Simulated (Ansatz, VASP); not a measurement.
## Ni in VASP and in Ansatz

The input POSCAR:

```
Ni
1.0
   -1.3961098964      1.3961098964      1.3961098964
    1.3961098964     -1.3961098964      1.3961098964
    1.3961098964      1.3961098964     -1.3961098964
Ni
1
Direct
    0.0000000000      0.0000000000      0.0000000000
```

INCAR.step1

```
  ALGO = Normal
  EDIFF = 1E-4
  ENCUT = 520
  GGA = PE
  ISMEAR = -1
  LASPH = T
  LCHARG = F
  LREAL = F
  LWAVE = T
  NBANDS = 11
  NELM = 100
  PREC = Accurate
  SIGMA = 0.1
```

The input INCAR.step2:

```
  ALGO = Normal
  EDIFF = 1E-7
  ENCUT = 520
  ISIF = 2
  ISMEAR = -1
  ISTART = 1
  LASPH = T
  LCHARG = F
  LMIXTAU = T
  LREAL = F
  LWAVE = F
  METAGGA = R2SCAN
  NBANDS = 11
  NELM = 100
  PREC = Accurate
  SIGMA = 0.1
```

Contents of KPOINTS:

```
k-points
0
Gamma
  18 18 18
```

Input for Ansatz:

```yaml
crystal:
  lattice:
    - [-1.3961098964, 1.3961098964, 1.3961098964]
    - [1.3961098964, -1.3961098964, 1.3961098964]
    - [1.3961098964, 1.3961098964, -1.3961098964]
  atoms:
    - { symbol: Ni, position: [0.0, 0.0, 0.0] }
hamiltonian:
  xc: r2scan
  pseudopotentials:
    kind: paw
    azcp:
      Ni: "pseudopotentials/Ni.paw.azcp"
basis:
  ecutwfc: 500
  fft_grid_basis: typed
kpoints:
  mp_grid: { grid: [18, 18, 18], shift: [0, 0, 0] }
magnetization:
  spin_polarized: false
scf:
  occupations: { method: fermi_dirac, width: 0.1 }
  lower_state_search: "off"
output:
  stress: true
```

Alike in both runs: task single point; functional r2SCAN; k mesh 18 × 18 × 18; occupations fermi-dirac, width 0.1 eV; no spin polarisation.

|  | VASP | Ansatz |
| --- | --- | --- |
| version | VASP 6.6.1 | Ansatz 0.2.0 |
| potentials or method | VASP PAW PBE potentials, release 64 (Ni), cutoff 520 eV | plane waves (500 eV) with PAW, scalar-relativistic |
| valence electrons in the cell | 10 | 18 |

Ansatz gave:

| Property | Result |
| --- | --- |
| pressure (GPa) | -8.1 |

**Question.** Estimate VASP's values.

**Answer.** Pressure (GPa): -7.5.

VASP's potentials were made for PBE, not for r2SCAN. The functional is the same, so the differences come from potentials, cutoffs and numerics. VASP's potentials hold 10 valence electrons a cell and Ansatz's 18, so a difference there can come from the potentials and not from the codes.
